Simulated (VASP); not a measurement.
Set up this calculation in VASP 6.6.1, as the native input.

```
Task                   : single point
Functional             : PBE
Potentials or basis    : VASP PAW PBE potentials, release 64 (Mo_sv)
Cutoff                 : 520 eV
k mesh                 : 22 × 22 × 22
Occupations            : gaussian, width 0.15 eV
Spin                   : no spin polarisation
Dipole correction      : no
Further INCAR settings : ALGO = Fast; EDIFF = 1e-07; NBANDS = 13
```

The structure of Mo lies in POSCAR:

```
Mo
1.0
   -1.5710000000      1.5710000000      1.5317250000
    1.5710000000     -1.5710000000      1.5317250000
    1.5710000000      1.5710000000     -1.5317250000
Mo
1
Direct
    0.0000000000      0.0000000000      0.0000000000
```

This cell differs from its parent crystal: strain -0.0250 x Voigt [0, 0, 1, 0, 0, 0].

One way to write it, as run:

INCAR

```
SYSTEM = Mo
PREC = Accurate
ENCUT = 520
EDIFF = 1E-7
ISMEAR = 0
SIGMA = 0.15
LREAL = .False.
LASPH = .True.
NELM = 80
ALGO = Fast
ISIF = 2
LWAVE = .False.
LCHARG = .False.
GGA = PE
NBANDS = 13
```

KPOINTS

```
Automatic mesh
0
Gamma
  22 22 22
  0 0 0
```

Potentials or basis: VASP PAW PBE potentials, release 64 (Mo_sv).

The run is started by

```sh
$ cat potpaw_PBE.64/Mo_sv/POTCAR > POTCAR
$ mpirun -np 1 vasp_std > vasp.out
```

Results of the run:

The pressure is 12.9 GPa and the band gap on the k mesh is zero (band 7 reaches 17.28 eV, above the bottom of band 8 at 11.79 eV).

Caveat: the cell differs from its parent crystal (strain -0.0250 x Voigt [0, 0, 1, 0, 0, 0]).

Wall time 110 s on 1 thread of Intel Xeon 6975P-C, on a shared host, peak memory 0.26 GiB.
